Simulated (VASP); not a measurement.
Wanted: the native input for a VASP 6.6.1 run.

* Task: single point
* Functional: PBE
* Potentials or basis: VASP PAW PBE potentials, release 64 (Au, C)
* Cutoff: 520 eV
* k mesh: 9 × 9 × 1
* Occupations: gaussian, width 0.1 eV
* Spin: no spin polarisation
* Dipole correction: yes
* Further INCAR settings: ALGO = Normal; EDIFF = 1e-06; NBANDS = 26

The structure of Au3C lies in POSCAR:

```
Au3C
1.0
    2.9402049748      0.0000000000      0.0000000000
   -1.4701024874      2.5462922005      0.0000000000
    0.0000000000      0.0000000000     21.8974947720
Au C
3 1
Direct
    0.6666666667      0.3333333333      0.1826692981
    0.3333333333      0.6666666667      0.2945190844
    0.0000000000      0.0000000000      0.4063247812
    0.6666666667     -0.6666666667      0.5099896079
```

The input as run:

INCAR

```
SYSTEM = Au3C
ALGO = Normal
DIPOL = 0.5 0.5 0.348
EDIFF = 1E-6
ENCUT = 520
GGA = PE
IDIPOL = 3
ISIF = 2
ISMEAR = 0
LASPH = .True.
LCHARG = .False.
LDIPOL = .True.
LREAL = .False.
LWAVE = .False.
NBANDS = 26
NELM = 60
PREC = Accurate
SIGMA = 0.1
```

KPOINTS

```
k-points
0
Gamma
  9 9 1
  0 0 0
```

Potentials or basis: VASP PAW PBE potentials, release 64 (Au, C).

Run with:

```sh
$ cat potpaw_PBE.64/Au/POTCAR potpaw_PBE.64/C/POTCAR > POTCAR
$ mpirun -np 1 vasp_std > vasp.out
```

It gave:

```
Largest force          : 1.408 eV/Å
Band gap on the k mesh : zero (an odd number of electrons rules out a gap without spin polarisation)
```

Caveat: spin-orbit coupling is left out, which moves the levels of the heavy elements.

Wall time 81 s on 1 thread of Intel(R) Xeon(R) Platinum 8259CL CPU @ 2.50GHz (Skylake/Cascade Lake), with other jobs on the host, peak memory 0.3 GiB.
